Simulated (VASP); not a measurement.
Set up this calculation in VASP 6.6.1, as the native input.

```yaml
Task: electric field gradients
Functional: PBE
Potentials_or_basis: VASP PAW PBE potentials, release 64 (Ta_sv_GW, N)
Cutoff: 520 eV
k_mesh: 9 × 9 × 9
Occupations: fermi-dirac, width 0.02 eV
Spin: non-collinear spin, zero start, spin-orbit coupling
Starting_moments: "[[0.0, 0.0, 0.0], [0.0, 0.0, 0.0]] μB"
Dipole_correction: no
Further_INCAR_settings: ALGO = Normal; EDIFF = 1e-08; NBANDS = 30
```

The structure of TaN lies in POSCAR:

```
TaN
1.0
    0.0000000000      2.1790000000      2.1790000000
    2.1790000000      0.0000000000      2.1790000000
    2.1790000000      2.1790000000      0.0000000000
Ta N
1 1
Direct
    0.5000000000      0.5000000000      0.5000000000
    0.0000000000      0.0000000000      0.0000000000
```

The input as run:

INCAR

```
PREC     = Accurate       # precision mode
ENCUT    = 520            # plane-wave cutoff, eV
EDIFF    = 1E-8           # SCF threshold, eV
ISMEAR   = -1             # smearing method
SIGMA    = 0.02           # smearing width, eV
LREAL    = False          # projectors in reciprocal space
LASPH    = True           # aspherical terms in the spheres
NELM     = 200            # most SCF steps
ALGO     = Normal         # electronic algorithm
ISIF     = 2              # what is computed and relaxed
LWAVE    = False          # write WAVECAR
LCHARG   = False          # write CHGCAR
LNONCOLLINEAR= True           # non-collinear magnetism
MAGMOM   = 0 0 0 0 0 0    # initial moments
LORBIT   = 11             # projections on sites
LSORBIT  = True           # spin-orbit coupling
GGA_COMPAT= False        
LORBMOM  = True         
LMAXMIX  = 4              # l up to which the mixer works
GGA      = PE             # functional
LEFG     = True         
NBANDS   = 30             # bands
```

KPOINTS

```
Automatic mesh
0
Gamma
  9 9 9
```

Potentials or basis: VASP PAW PBE potentials, release 64 (Ta_sv_GW, N).

Run with:

```bash
$ cat potpaw_PBE.64/Ta_sv_GW/POTCAR potpaw_PBE.64/N/POTCAR > POTCAR
$ mpirun -np 1 vasp_ncl > vasp.out
```

Results of the run:

```yaml
Pressure: 14.5 GPa
Net_moment: 0.00 μB per cell
Largest_electric_field_gradient_by_atom: under 0.05 V/Å² on every atom
Valence_electrons_inside_the_program's_atomic_spheres: Ta 11.72; N 3.79
```

Caveat: the cell stands under pressure.

It took 35 s on 1 thread of Intel(R) Xeon(R) 6975P-C (Granite Rapids), on a shared host, peak memory 0.22 GiB.
